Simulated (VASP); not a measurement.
SnSe: single point with LDA

The system is SnSe.

```
CELL_PARAMETERS angstrom
5.89330 0.00000 0.00000
0.00000 -5.89330 0.00000
0.00000 0.00000 -5.89330
ATOMIC_POSITIONS crystal
Sn 0.00000 0.00000 0.00000
Sn 0.50000 0.50000 0.00000
Sn 0.50000 0.00000 0.50000
Sn 0.00000 0.50000 0.50000
Se 0.50000 0.00000 0.99321
Se 0.00000 0.50000 0.00000
Se 0.00000 0.00000 0.50000
Se 0.50000 0.50000 0.50000
```

This cell differs from its parent crystal: atom 5 (Se) moved +0.040 Å along Cartesian [0 0 1].

```json
{
  "Program": "VASP 6.6.1",
  "Task": "single point",
  "Functional": "LDA",
  "Potentials or basis": "VASP PAW LDA potentials, release 64 (Sn_d, Se)",
  "Cutoff": "520 eV",
  "k mesh": "6 × 6 × 6",
  "Occupations": "gaussian, width 0.05 eV",
  "Spin": "no spin polarisation",
  "Dipole correction": "no",
  "Further INCAR settings": "ALGO = Normal; EDIFF = 1e-07; NBANDS = 50"
}
```

- Pressure: 0.2 GPa
- Largest force: 0.055 eV/Å
- Band gap on the k mesh: 0.27 eV

Forces on the atoms (eV/Å):
```
Sn   0.000  0.000  0.004
Sn   0.000  0.000  0.004
Sn   0.000  0.000  0.013
Sn   0.000  0.000 -0.005
Se   0.000  0.000 -0.055
Se   0.000  0.000  0.003
Se   0.000  0.000  0.018
Se   0.000  0.000  0.018
```

Levels at points of the mesh, in eV from the valence-band top:
| k point | band 37 | band 38 | band 39 | band 40 | band 41 | band 42 | band 43 | band 44 |
| --- | --- | --- | --- | --- | --- | --- | --- | --- |
| (0.00, 0.00, 0.00) | -3.94 | -2.36 | -2.36 | -2.36 | 2.76 | 2.76 | 2.76 | 4.45 |
| (0.50, 0.00, 0.00) | -1.80 | -1.79 | -0.80 | -0.80 | 1.45 | 1.45 | 2.20 | 2.20 |
| (0.00, 0.00, 0.50) | -1.83 | -1.76 | -0.80 | -0.79 | 1.45 | 1.45 | 2.15 | 2.26 |
| (0.50, 0.50, 0.00) | -0.64 | -0.64 | -0.64 | -0.63 | 1.24 | 1.24 | 1.24 | 1.24 |
| (0.00, 0.50, 0.50) | -0.67 | -0.66 | -0.61 | -0.61 | 1.21 | 1.21 | 1.27 | 1.28 |
| (0.50, 0.50, 0.50) | -0.15 | -0.15 | -0.15 | -0.15 | 0.76 | 0.76 | 0.76 | 0.76 |

It took 4.2 min on 1 thread of AMD EPYC 9R45 96-Core Processor (Zen 5), on a shared host, peak memory 0.42 GiB.

Caveat: the cell differs from its parent crystal (atom 5 (Se) moved +0.040 Å along Cartesian [0 0 1]); spin-orbit coupling is left out, which moves the levels of the heavy elements. A k mesh can miss the band edges.
